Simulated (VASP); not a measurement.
Co, 2 atoms in the cell. The structure is hexagonal, space group P6_3/mmc (No. 194). Conventional cell: a = 2.494 Å, b = 2.494 Å, c = 4.030 Å, α = 90.00°, β = 90.00°, γ = 120.00°. Within 3.3 Å of Co (site symmetry -6m2) lie 12 Co at 2.48 to 2.49 Å. 

| Property | Result |
| --- | --- |
| Program | VASP 6.6.1 |
| Task | single point |
| Functional | PBE |
| Potentials or basis | VASP PAW PBE potentials, release 64 (Co) |
| Cutoff | 520 eV |
| k mesh | 20 × 20 × 12 |
| Occupations | gaussian, width 0.05 eV |
| Spin | collinear spin, ferromagnetic start |
| Starting moments | [1.5, 1.5] μB |
| Dipole correction | no |
| Further INCAR settings | ALGO = Normal; EDIFF = 1e-07; NBANDS = 20 |

Potentials or basis: VASP PAW PBE potentials, release 64 (Co).

The run is started by

```console
$ cat potpaw_PBE.64/Co/POTCAR > POTCAR
$ mpirun -np 1 vasp_std > vasp.out
```

Hardware: 1 thread of Intel(R) Xeon(R) 6975P-C (Granite Rapids) (shared host).

Problem. How long does it take, and how much memory?

Solution. It took 2.3 min on 1 thread of Intel(R) Xeon(R) 6975P-C (Granite Rapids), with other jobs on the host, peak memory 0.29 GiB. Counts: scf iterations 16, k points 308.
